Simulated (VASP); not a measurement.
Input of a VASP 6.6.1 run:

File INCAR:

```
  PREC = Accurate
  ENCUT = 520
  EDIFF = 1E-6
  ISMEAR = 0
  SIGMA = 0.01
  LREAL = False
  LASPH = True
  NELM = 150
  ALGO = Normal
  ISIF = 2
  LWAVE = False
  LCHARG = False
  MAGMOM = 0 0 0 0 0 0 0 0 0 0 0 0 0 0 0 0 0 0
  LORBIT = 11
  LSORBIT = True
  GGA_COMPAT = False
  LORBMOM = True
  GGA = PE
  NBANDS = 44
```

Contents of KPOINTS:

```
Automatic mesh
0
Gamma
  1 1 1
```

POSCAR

```
H3PbCI
1.0
   13.7600000000      0.0000000000      0.0000000000
    0.0000000000     10.8000000000      0.0000000000
    0.0000000000      0.0000000000     11.1100000000
Pb C H I
1 1 3 1
Direct
    0.4714396800      0.4998500000      0.4050405000
    0.6032768900      0.4998500000      0.5367047700
    0.6730109000      0.4998500000      0.4865796600
    0.5990588700      0.5830333300      0.5951170100
    0.5990588700      0.4166666700      0.5951170100
    0.3270348800      0.4998500000      0.5919054900
```

Potentials or basis: VASP PAW PBE potentials, release 64 (Pb_d, C, H, I).

The run is started by

```sh
$ cat potpaw_PBE.64/Pb_d/POTCAR potpaw_PBE.64/C/POTCAR potpaw_PBE.64/H/POTCAR potpaw_PBE.64/I/POTCAR > POTCAR
$ mpirun -np 1 vasp_ncl > vasp.out
```

(1) Estimate the largest force.

(2) Predict the net moment.

Answers

(1) 0.362 eV/Å.

(2) 0.00 μB per cell.
